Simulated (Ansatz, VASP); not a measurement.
MgS in VASP and in Ansatz

```xyz
2
Lattice="0.0000 2.5642 2.5770 2.5642 0.0000 2.5770 2.5642 2.5642 0.0000" Properties=species:S:1:pos:R:3 pbc="T T T"
Mg    0.0000    0.0000    0.0000
S     2.5642    2.5642    2.5770
```

Change from the starting cell: z stretched by +0.5 %, x and y held.

Alike in both runs: task single point; functional LDA; k mesh 8 × 8 × 8; no spin polarisation.

|  | VASP | Ansatz |
| --- | --- | --- |
| version | VASP 6.6.1 | Ansatz 0.2.0 |
| potentials or method | VASP PAW LDA potentials, release 64 (Mg, S), cutoff 520 eV | all-electron LAPW, scalar-relativistic |
| occupations | gaussian, width 0.01 eV | fixed |

```tsv
	VASP	Ansatz	Ansatz less VASP
gap on the k mesh at the Fermi level (eV)	2.62	2.62	+0.002
pressure (GPa)	-1.0	-0.3	+0.62
traceless stress, the component that is largest in VASP (GPa)	-0.39	-0.39	0.000
```

LDA's correlation is that of Perdew and Zunger in VASP and of Perdew and Wang (1992) in Ansatz. Ansatz ran all-electron here, and VASP with PAW potentials.
